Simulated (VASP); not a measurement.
# Be16Cl in VASP: single point with PBE+D3(BJ)

Aim: the single point of Be16Cl with PBE+D3(BJ).

All numbers are computed with VASP 6.6.1; they aren't measurements. Logs are shortened: lines on timing, memory, paths and dates and some standing lists are left out, and cuts for length are marked.

### Step 1. The cell of the first run

The cell holds a slab with vacuum, 17 atoms: a = 4.580 Å, b = 4.580 Å, c = 16.383 Å, α = 90.00°, β = 90.00°, γ = 60.00°.

### Step 2. Single point, PBE+D3(BJ)

Contents of INCAR:

```
PREC = Accurate
ENCUT = 520
EDIFF = 1E-6
ISMEAR = 0
SIGMA = 0.05
LREAL = Auto
LASPH = True
NELM = 80
ALGO = Normal
ISIF = 2
LWAVE = False
LCHARG = False
GGA = PE
IVDW = 12
NBANDS = 34
```

Contents of KPOINTS:

```
Automatic mesh
0
Gamma
  5 5 1
```

Contents of POSCAR:

```
Be16Cl
1.0
    4.5800000000      0.0000000000      0.0000000000
    2.2900000000      3.9663960000      0.0000000000
    0.0000000000      0.0000000000     16.3826450000
Be Cl
16 1
Direct
   -0.1666666667      0.3333333333      0.0610402044
    0.3333333333      0.3333333333      0.0610402044
   -0.1666666667      0.8333333333      0.0610402044
    0.3333333333      0.8333333333      0.0610402044
   -0.0035731058      0.0035505784      0.1731902266
    0.4994369640     -0.0005599542      0.1707773684
   -0.0031149557      0.4968888633      0.1726983036
    0.5035470968      0.4964302606      0.1731910201
   -0.1684979443      0.3315072423      0.2844725012
    0.3356132502      0.3268307048      0.2811889655
   -0.1731772709      0.8356200440      0.2811886603
    0.3311497849      0.8311532686      0.2796433055
    0.0051239511     -0.0225396052      0.3970359487
    0.4919531334     -0.0080372711      0.3813602749
    0.0021433249      0.5021530881      0.3904371364
    0.4774533501      0.5051308543      0.3970399163
    0.7870863350      0.2871137930      0.4986307767
```

Potentials or basis: VASP PAW PBE potentials, release 64 (Be, Cl).

On the command line:

```
$ cat potpaw_PBE.64/Be/POTCAR potpaw_PBE.64/Cl/POTCAR > POTCAR
$ mpirun -np 1 vasp_std > vasp.out
```

OUTCAR:

```text
PREC = Accurate
   ENCUT = 520
   EDIFF = 1E-6
   ISMEAR = 0
   LREAL = Auto
   LASPH = True
   NELM = 80
   ISIF = 2
   GGA = PE
   IVDW = 12
 IVDW          = 12

 ion  position               nearest neighbor table
   1  0.833  0.333  0.061-   7 2.24   5 2.26   8 2.26   3 2.29   3 2.29   4 2.29   4 2.29   2 2.29
                             2 2.29
   2  0.333  0.333  0.061-   6 2.23   8 2.26   7 2.26   4 2.29   3 2.29   4 2.29   3 2.29   1 2.29
                             1 2.29
   3  0.833  0.833  0.061-   6 2.23   5 2.26   7 2.26   1 2.29   1 2.29   2 2.29   2 2.29   4 2.29
                             4 2.29
   4  0.333  0.833  0.061-   6 2.23   5 2.27   8 2.27   2 2.29   1 2.29   2 2.29   1 2.29   3 2.29
                             3 2.29
   5  0.996  0.004  0.173-  12 2.19  11 2.22   9 2.24   1 2.26   8 2.26   7 2.26   3 2.26   4 2.27
                             6 2.29   6 2.29   7 2.32   8 2.32
   6  0.499  0.999  0.171-  11 2.23  10 2.23  12 2.23   4 2.23   2 2.23   3 2.23   5 2.29   8 2.29
                             7 2.29   7 2.29   8 2.29   5 2.29
   7  0.997  0.497  0.173-  10 2.23  11 2.23   1 2.24   9 2.25   8 2.26   5 2.26   3 2.26   2 2.26
                             6 2.29   6 2.29   5 2.32   8 2.32
   8  0.504  0.496  0.173-  12 2.19  10 2.22   9 2.24   1 2.26   5 2.26   7 2.26   2 2.26   4 2.27
                             6 2.29   6 2.29   7 2.32   5 2.32
   9  0.832  0.332  0.284-  15 2.20   8 2.24   5 2.24   7 2.25  11 2.28  10 2.28  12 2.29  12 2.29
[... 9 lines left out ...]
  14  0.492  0.992  0.381-  12 2.10  10 2.11  11 2.11  13 2.28  16 2.28  15 2.30  15 2.30  13 2.33
                            16 2.33
  15  0.002  0.502  0.390-  13 2.19  16 2.19   9 2.20  11 2.23  10 2.23  14 2.30  14 2.30  17 2.46

  16  0.477  0.505  0.397-  17 2.09  13 2.16  15 2.19  14 2.28  10 2.29   9 2.32  12 2.32  14 2.33

  17  0.787  0.287  0.499-  16 2.09  13 2.09  15 2.46

  LATTYP: Found a hexagonal cell.
 ALAT       =     4.5799996975
 C/A-ratio  =     3.5769969612

  Lattice vectors:

 A1 = (  -2.2900000000,  -3.9663960000,   0.0000000000)
 A2 = (   4.5800000000,   0.0000000000,   0.0000000000)
 A3 = (   0.0000000000,   0.0000000000,  16.3826450000)

Analysis of symmetry for initial positions (statically):
=====================================================================
 Subroutine PRICEL returns:
 Original cell was already a primitive cell.

 Routine SETGRP: Setting up the symmetry group for a
 hexagonal supercell.

 Subroutine GETGRP returns: Found  1 space group operations
 (whereof  1 operations were pure point group operations)
 out of a pool of 24 trial point group operations.

The static configuration has the point symmetry C_1 .

Analysis of symmetry for dynamics (positions and initial velocities):
=====================================================================
 Subroutine PRICEL returns:
 Original cell was already a primitive cell.

 Routine SETGRP: Setting up the symmetry group for a
 hexagonal supercell.

 Subroutine GETGRP returns: Found  1 space group operations
 (whereof  1 operations were pure point group operations)
 out of a pool of 24 trial point group operations.

The dynamic configuration has the point symmetry C_1 .

 Subroutine INISYM returns: Found  1 space group operations
 (whereof  1 operations are pure point group operations),
 and found     1 'primitive' translations

----------------------------------------------------------------------------------------

                                     Primitive cell

  volume of cell :     297.6087

  direct lattice vectors                    reciprocal lattice vectors
     4.580000000  0.000000000  0.000000000     0.218340611 -0.126059022  0.000000000
     2.290000000  3.966396000  0.000000000     0.000000000  0.252118044  0.000000000
     0.000000000  0.000000000 16.382645000     0.000000000  0.000000000  0.061040204

  length of vectors
     4.580000000  4.579999697 16.382645000     0.252118027  0.252118044  0.061040204

  position of ions in fractional coordinates (direct lattice)
     0.833333333  0.333333333  0.061040204
     0.333333333  0.333333333  0.061040204
     0.833333333  0.833333333  0.061040204
     0.333333333  0.833333333  0.061040204
     0.996426894  0.003550578  0.173190227
     0.499436964  0.999440046  0.170777368
[... 9 lines left out ...]
     0.477453350  0.505130854  0.397039916
     0.787086335  0.287113793  0.498630777

  ion indices of the primitive-cell ions
   primitive index   ion index
                 1           1
                 2           2
                 3           3
                 4           4
                 5           5
                 6           6
[... 9 lines left out ...]
                16          16
                17          17

----------------------------------------------------------------------------------------

 KPOINTS: Automatic mesh

Automatic generation of k-mesh.
 Grid dimensions read from file:
 generate k-points for:    5    5    1

 Generating k-lattice:

  Cartesian coordinates                     Fractional coordinates (reciprocal lattice)
     0.043668122 -0.025211804  0.000000000     0.200000000 -0.000000000  0.000000000
     0.000000000  0.050423609  0.000000000     0.000000000  0.200000000  0.000000000
     0.000000000  0.000000000  0.061040204     0.000000000  0.000000000  1.000000000

  Length of vectors
     0.050423605  0.050423609  0.061040204

  Shift w.r.t. Gamma in fractional coordinates (k-lattice)
     0.000000000  0.000000000  0.000000000

 Subroutine IBZKPT returns following result:
 ===========================================

 Found     13 irreducible k-points:

 Following reciprocal coordinates:
            Coordinates               Weight
  0.000000  0.000000  0.000000      1.000000
  0.200000  0.000000  0.000000      2.000000
  0.200000  0.200000  0.000000      2.000000
  0.000000  0.200000  0.000000      2.000000
  0.400000  0.000000  0.000000      2.000000
  0.400000  0.400000  0.000000      2.000000
  0.000000  0.400000  0.000000      2.000000
  0.400000  0.200000  0.000000      2.000000
  0.200000  0.400000  0.000000      2.000000
 -0.200000  0.200000  0.000000      2.000000
 -0.400000  0.200000  0.000000      2.000000
  0.400000 -0.400000  0.000000      2.000000
 -0.200000  0.400000  0.000000      2.000000
   k-points           NKPTS =     13   k-points in BZ     NKDIM =     13   number of bands    NBANDS=     34
   number of dos      NEDOS =    301   number of ions     NIONS =     17
   total plane-waves  NPLWV = 163296
   dimension x,y,z NGX =    36 NGY =   36 NGZ =  126
   dimension x,y,z NGXF=    72 NGYF=   72 NGZF=  252
   ions per type =              16   1
   NGX,Y,Z   is equivalent  to a cutoff of  13.07, 13.07, 12.79 a.u.
   NGXF,Y,Z  is equivalent  to a cutoff of  26.13, 26.13, 25.57 a.u.
 SYSTEM =  unknown system
   PREC   = accura    normal or accurate (medium, high low for compatibility)
   ISTART =      0    job   : 0-new  1-cont  2-samecut
   ICHARG =      2    charge: 1-file 2-atom 10-const
   ISPIN  =      1    spin polarized calculation?
   LNONCOLLINEAR =      F non collinear calculations
   LSORBIT =      F    spin-orbit coupling
   LASPH  =      T    aspherical Exc in radial PAW
   ENCUT  =  520.0 eV  38.22 Ry    6.18 a.u.   8.52  8.52 30.46*2*pi/ulx,y,z
   NELM   =     80;   NELMIN=  2; NELMDL= -5     # of ELM steps
   EDIFF  = 0.1E-05   stopping-criterion for ELM
   LREAL  =      T    real-space projection
   EDIFFG = 0.1E-04   stopping-criterion for IOM
   NSW    =      0    number of steps for IOM
   IBRION =     -1    ionic relax: 0-MD 1-quasi-New 2-CG
   NFREE  =      0    steps in history (QN), initial steepest desc. (CG)
   ISIF   =      2    stress and relaxation
   ISYM   =      2    0-nonsym 1-usesym 2-fastsym
   POTIM  = 0.5000    time-step for ionic-motion
   TEBEG  =    0.0;   TEEND  =   0.0 temperature during run
   PSTRESS=    0.0 pullay stress
   NELECT =      39.0000    total number of electrons
   NUPDOWN=      -1.0000    fix difference up-down
   EMIN   =  10.00;   EMAX   =-10.00  energy-range for DOS
   EFERMI =   0.00;   METHOD = LEGACY
   ISMEAR =     0;   SIGMA  =   0.05  broadening in eV -4-tet -1-fermi 0-gaus
   EFERMI_NEDOS =   21; number of points for ismear=-14 and -15
   IALGO  =     38    algorithm
   IMIX   =      4    mixing-type and parameters
     AMIX     =   0.40;   BMIX     =  1.00
     AMIX_MAG =   1.60;   BMIX_MAG =  1.00
  volume/ion in A,a.u.               =      17.51       118.14
  Fermi-wavevector in a.u.,A,eV,Ry     =   0.831536  1.571376  9.407782  0.691453
  Thomas-Fermi vector in A             =   1.944440
   LORBIT       =      0    0 simple, 1 ext, 2 COOP (PROOUT), +10 PAW based schemes
   GGA     = PE    functional components
   LHFCALC =     F    Hartree Fock is set to
   AEXX    =    0.0000 exact exchange contribution
   IVDW    =    12    specifies the selected vdW correction
   LEPSILON=     F    determine dielectric tensor
   LRPA    =     F    only Hartree local field effects (RPA)
 non-spin polarized calculation
 Gauss-broadening in eV      SIGMA  =   0.05
  energy-cutoff  :      520.00
  volume of cell :      297.61
 maximum number of plane-waves:      8057
 NGX is ok and might be reduce to    36
   NGX = 17   NGY = 17   NGZ = 61

 number of electron      39.0000000 magnetization

 Free energy of the ion-electron system (eV)
  ---------------------------------------------------
  ext. energy  EPLUGINS =         0.00000000
  ---------------------------------------------------
  free energy    TOTEN  =       -59.47794561 eV

  energy without entropy =      -59.47255853  energy(sigma->0) =      -59.47525207

 E-fermi :   0.7625     XC(G=0):  -6.3431

 val. band max:        0.7408886068   @ k =   0.4000  -0.4000   0.0000
 cond. band min:       0.9324778473   @ k =   0.2000   0.0000   0.0000
 fundamental gap:      0.1915892405
 Fermi energy:         0.7624536280

 k-point     1 :       0.0000    0.0000    0.0000
  band No.  band energies     occupation
      1     -16.1496      2.00000
      2      -9.5458      2.00000
      3      -8.1197      2.00000
      4      -6.2357      2.00000
      5      -4.9322      2.00000
      6      -4.3174      2.00000
[... 431 lines left out ...]
     30       6.1882      0.00000
     31       6.4310      0.00000
 [bands above 31 left out]

------------------------ aborting loop because EDIFF is reached ----------------------------------------

 Edisp (eV)   -4.33203

 E8    (eV) :    -1.5535

  FORCE on cell =-STRESS in cart. coord.  units (eV):
  Direction    XX          YY          ZZ          XY          YZ          ZX
  --------------------------------------------------------------------------------------
  -------------------------------------------------------------------------------------
  Total     -11.97139   -11.99584    -0.04737     0.02118     0.72337     1.25422
  in kB     -64.44803   -64.57964    -0.25501     0.11401     3.89425     6.75208
  external pressure =      -43.09 kB  Pullay stress =        0.00 kB

 VOLUME and BASIS-vectors are now :
 -----------------------------------------------------------------------------
  energy-cutoff  :      520.00
  volume of cell :      297.61
      direct lattice vectors                 reciprocal lattice vectors
     4.580000000  0.000000000  0.000000000     0.218340611 -0.126059022  0.000000000
     2.290000000  3.966396000  0.000000000     0.000000000  0.252118044  0.000000000
     0.000000000  0.000000000 16.382645000     0.000000000  0.000000000  0.061040204

 POSITION                                       TOTAL-FORCE (eV/Angst)
 -----------------------------------------------------------------------------------
      4.58000      1.32213      1.00000        -0.074583     -0.043010      0.217436
      2.29000      1.32213      1.00000         0.049836      0.042836     -0.077166
      5.72500      3.30533      1.00000         0.061968      0.021764     -0.077183
      3.43500      3.30533      1.00000        -0.097274     -0.056169     -0.084017
      4.57177      0.01408      2.83731        -0.012991      0.000930      0.005748
      4.57614      3.96417      2.79779        -0.003660     -0.002100     -0.015303
[... 9 lines left out ...]
      3.34349      2.00355      6.50456        -0.047506     -0.009841     -0.024739
      4.26235      1.13881      8.16889         0.344397      0.198537      0.005643
 -----------------------------------------------------------------------------------
    total drift:                                0.000626      0.000286      0.001389

  FREE ENERGIE OF THE ION-ELECTRON SYSTEM (eV)
  ---------------------------------------------------
  free  energy   TOTEN  =       -63.8099795758 eV

  energy  without entropy=      -63.8045924957  energy(sigma->0) =      -63.80728604
```

Wall time 4.1 min (1 thread of AMD EPYC 7R13 (Zen 3), shared host); peak memory 0.38 GiB.

What came out:

* Free energy: -63.8100 eV
* Largest force: 0.398 eV/Å
* Band gap on the k mesh: zero (an odd number of electrons rules out a gap without spin polarisation)
* Dispersion energy per atom: -0.255 eV

Forces in eV/Å, atoms in the order of the input:
```
Be  -0.075 -0.043  0.217
Be   0.050  0.043 -0.077
Be   0.062  0.022 -0.077
Be  -0.097 -0.056 -0.084
Be  -0.013  0.001  0.006
Be  -0.004 -0.002 -0.015
Be  -0.015 -0.009  0.011
Be  -0.006 -0.012  0.006
Be  -0.023 -0.013  0.015
Be  -0.035 -0.012  0.003
Be  -0.028 -0.025  0.003
Be  -0.019 -0.011 -0.008
Be  -0.032 -0.036 -0.024
Be  -0.043 -0.025 -0.031
Be  -0.018 -0.010  0.077
Be  -0.048 -0.010 -0.025
Cl   0.344  0.199  0.006
```

Levels at points of the mesh, in eV from the Fermi level:
```tsv
k point	band 18	band 19	band 20	band 21	band 22	band 23
(0.00, 0.00, 0.00)	-1.93	-1.87	-1.86	-0.19	2.45	2.47
```

Caveat: there is no dipole correction, which matters where the two faces differ; an odd number of electrons without spin polarisation forces a metal; a magnetic or distorted state may lie lower.

The gap in the log of VASP goes by the Fermi energy; the results here count the filled bands.